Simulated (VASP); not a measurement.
A run of VASP 6.6.1 is set up as follows.

INCAR

```
SYSTEM = W
ALGO     = Normal         ! electronic algorithm
EDIFF    = 1E-6           ! SCF threshold, eV
ENCUT    = 520            ! plane-wave cutoff, eV
GGA      = CA             ! functional
ISIF     = 2              ! what is computed and relaxed
ISMEAR   = -1             ! smearing method
LASPH    = .True.         ! aspherical terms in the spheres
LCHARG   = .False.        ! write CHGCAR
LREAL    = .False.        ! projectors in reciprocal space
LWAVE    = .False.        ! write WAVECAR
NBANDS   = 13             ! bands
NELM     = 60             ! most SCF steps
PREC     = Accurate       ! precision mode
SIGMA    = 0.15           ! smearing width, eV
```

The input KPOINTS:

```
k-points
0
Gamma
  9 9 9
  0 0 0
```

File POSCAR:

```
W
1.0
    0.0000000000      2.0300000000      2.0300000000
    2.0300000000      0.0000000000      2.0300000000
    2.0300000000      2.0300000000      0.0000000000
W
1
Direct
    0.0000000000      0.0000000000      0.0000000000
```

Potentials or basis: VASP PAW LDA potentials, release 64 (W_sv).

Command:

```sh
$ cat potpaw_LDA.64/W_sv/POTCAR > POTCAR
$ mpirun -np 1 vasp_std > vasp.out
```

**Question.** What does it give for the pressure?

**Answer.** -16.6 GPa.

**Question.** Estimate the band gap on the k mesh.

**Answer.** Zero (band 7 reaches 12.60 eV, above the bottom of band 8 at 9.53 eV).

Caveat: spin-orbit coupling is left out, which moves the levels of the heavy elements.
